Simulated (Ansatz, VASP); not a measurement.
# Co: VASP beside Ansatz

```
Co
1.0
     3.95862    0.00000    0.00000
    -1.97931    3.42827    0.00000
     0.00000    0.00000    2.41236
Co
3
Direct
  0.33331 0.00000 0.33333
  0.00000 0.33331 0.66667
  0.66669 0.66669 0.00000
```

Alike in both runs: functional r2SCAN; k mesh 6 × 6 × 6; occupations gaussian, width 0.1 eV; collinear spin.

Ansatz relaxed the structure, and its values are those at the end. VASP's run is a single point on that final structure, the one shown.

|  | VASP | Ansatz |
| --- | --- | --- |
| version | VASP 6.6.1 | Ansatz 0.2.0 |
| potentials or method | VASP PAW PBE potentials, release 64 (Co), cutoff 520 eV | scalar-relativistic, plane waves, PAW |
| valence electrons in the cell | 27 | 51 |

VASP gave:

| Property | Result |
| --- | --- |
| gap on the k mesh at the Fermi level (eV) | none |
| pressure (GPa) | 0.1 |
| net moment per atom (μB) | 1.83 |
| size of the moment on the site where the two differ most (μB) | 1.89 |

Q: What did Ansatz give for the same quantities?

A: gap on the k mesh at the Fermi level (eV): none; pressure (GPa): 0.0; net moment per atom (μB): 1.83; size of the moment on the site where the two differ most (μB): 1.96.

VASP's potentials were made for PBE, not for r2SCAN. Site moments also hang on the region over which each program counts them. A gap of «none» marks a metal or a gap that the smearing closes. With one functional, cell and mesh, what is left measures potentials, basis and numerics. VASP's potentials hold 27 valence electrons a cell and Ansatz's 51, so a difference there can come from the potentials and not from the codes.

The k mesh is coarse, so the values compare programs but aren't converged.
